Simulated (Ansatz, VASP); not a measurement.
Ga3SbSe4: VASP beside Ansatz

```
Ga Sb Se
1.0
     8.27456    0.00000    0.00000
     0.00000    6.80357    0.00000
     0.00000    0.00000    7.83459
Ga Sb Se
6 2 8
Direct
  0.74616 0.68290 0.49014
  0.25384 0.68290 0.49014
  0.00000 0.25286 0.54453
  0.24616 0.31710 0.99014
  0.75384 0.31710 0.99014
  0.50000 0.74714 0.04453
  0.00000 0.72353 0.06007
  0.50000 0.27647 0.56007
  0.00000 0.10593 0.92434
  0.24371 0.63342 0.81108
  0.75629 0.63342 0.81108
  0.00000 0.86716 0.40863
  0.50000 0.89407 0.42434
  0.74371 0.36658 0.31108
  0.25629 0.36658 0.31108
  0.50000 0.13284 0.90863
```

Alike in both runs: functional PBE; k mesh 2 × 2 × 2; occupations gaussian, width 0.15 eV; no spin polarisation.

Ansatz relaxed the structure, and its values are those at the end. VASP's run is a single point on that final structure, the one shown.

|  | VASP | Ansatz |
| --- | --- | --- |
| version | VASP 6.6.1 | Ansatz 0.2.0 |
| potentials or method | VASP PAW PBE potentials, release 64 (Ga_d, Sb, Se), cutoff 520 eV | scalar-relativistic, plane waves, PAW |
| valence electrons in the cell | 136 | 236 |

VASP gave:

* gap on the k mesh at the Fermi level (eV): none
* pressure (GPa): 0.3
* rms of the force components (eV/Å): 0.018

Q: Which values does Ansatz return?

A: gap on the k mesh at the Fermi level (eV): none; pressure (GPa): 0.2; rms of the force components (eV/Å): 0.018.

A gap of «none» marks a metal or a gap that the smearing closes. VASP's potentials hold 136 valence electrons a cell and Ansatz's 236, so a difference there can come from the potentials and not from the codes.

The k mesh is coarse, so the values compare programs but aren't converged. Neither program's run includes spin-orbit coupling.
